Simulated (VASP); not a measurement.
A run of VASP 6.6.1 is set up as follows.

Contents of INCAR:

```
PREC     = Accurate       # precision mode
ENCUT    = 520            # plane-wave cutoff, eV
EDIFF    = 1E-7           # SCF threshold, eV
ISMEAR   = 0              # smearing method
SIGMA    = 0.05           # smearing width, eV
LREAL    = False          # projectors in reciprocal space
LASPH    = True           # aspherical terms in the spheres
NELM     = 150            # most SCF steps
ALGO     = Normal         # electronic algorithm
ISIF     = 2              # what is computed and relaxed
LWAVE    = False          # write WAVECAR
LCHARG   = False          # write CHGCAR
ISPIN    = 2              # spin polarisation
MAGMOM   = 1 -1           # initial moments
LORBIT   = 11             # projections on sites
LMAXMIX  = 4              # l up to which the mixer works
GGA      = PE             # functional
NBANDS   = 24             # bands
```

Contents of KPOINTS:

```
Automatic mesh
0
Gamma
  14 14 8
```

POSCAR

```
V
1.0
    1.4983851310     -1.4983851310      1.4983851310
   -1.4983851310      1.4983851310      1.4983851310
   -2.9967702620     -2.9967702620      0.0000000000
V
2
Direct
    0.0000000000      0.0000000000      0.0000000000
    0.5000000000      0.5000000000      0.5000000000
```

Potentials or basis: VASP PAW PBE potentials, release 64 (V_sv).

Command:

```console
$ cat potpaw_PBE.64/V_sv/POTCAR > POTCAR
$ mpirun -np 1 vasp_std > vasp.out
```

(1) Estimate the band gap on the k mesh.

(2) Estimate the net moment.

(3) Predict the pressure.

## Answers

(1) zero (filled and empty bands overlap).

(2) 0.00 μB per cell.

(3) 0.1 GPa.
